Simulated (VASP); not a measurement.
## Ag: relaxation of cell and atoms with PBE

Crystal: Ag.

```xyz
1
Lattice="0.0000 2.0427 2.0427 2.0427 0.0000 2.0427 2.0427 2.0427 0.0000" Properties=species:S:1:pos:R:3 pbc="T T T"
Ag    0.0000    0.0000    0.0000
```

| Item | Value |
| --- | --- |
| Program | VASP 6.6.1 |
| Task | relaxation of cell and atoms |
| Functional | PBE |
| Potentials or basis | VASP PAW PBE potentials, release 64 (Ag) |
| Cutoff | 500 eV |
| k mesh | 18 × 18 × 18 |
| Occupations | methfessel-paxton, width 0.2 eV |
| Spin | no spin polarisation |
| Dipole correction | no |
| Further INCAR settings | ALGO = Normal; EDIFF = 1e-07; IBRION = 2; EDIFFG = -0.002; NSW = 100; ISIF = 3 |

| Property | Result |
| --- | --- |
| Relaxed volume | 17.82 Å³/atom |
| Relaxed cell | a = 2.932 Å, b = 2.932 Å, c = 2.932 Å, α = 60.00°, β = 60.00°, γ = 60.00° |
| Space group after relaxing (to 0.05 Å) | Fm-3m (No. 225) |
| Energy gained by relaxing | 10.6 meV/atom |
| Ionic steps | 3 |
| Pressure after relaxing | 0.0 GPa |

Step by step:
```
step  energy change (eV)  largest force (eV/Å)  pressure (GPa)  volume (Å³)
   1              0.0000                0.0000            4.60        17.05
   2             -0.0074                0.0000           -2.13        18.28
   3             -0.0106                0.0000            0.01        17.82
```

Final structure:
```cif
data_structure
_symmetry_space_group_name_H-M 'P 1'
_symmetry_Int_Tables_number 1
_cell_length_a 2.9321
_cell_length_b 2.9321
_cell_length_c 2.9321
_cell_angle_alpha 60.000
_cell_angle_beta 60.000
_cell_angle_gamma 60.000
_cell_volume 17.82
loop_
_atom_site_label
_atom_site_type_symbol
_atom_site_fract_x
_atom_site_fract_y
_atom_site_fract_z
_atom_site_occupancy
Ag1 Ag 0.00000 0.00000 0.00000 1
```

Levels at points of the mesh, in eV from the Fermi level:
```csv
k point,band 2,band 3,band 4,band 5,band 6,band 7,band 8,band 9
"(0.00, 0.00, 0.00)",-4.62,-4.62,-4.62,-3.66,-3.66,15.95,19.27,19.27
"(0.50, 0.00, 0.00)",-4.64,-4.64,-2.93,-2.93,-0.25,3.39,15.18,17.45
"(0.50, 0.50, 0.00)",-6.00,-2.96,-2.74,-2.74,1.68,6.43,10.47,10.47
```

It took 59 s on 1 thread of Intel Xeon 8259CL, on a shared host, peak memory 0.17 GiB.

PBE usually gives volumes a little too large and moduli too small. Zero-point motion and thermal expansion aren't in these numbers.
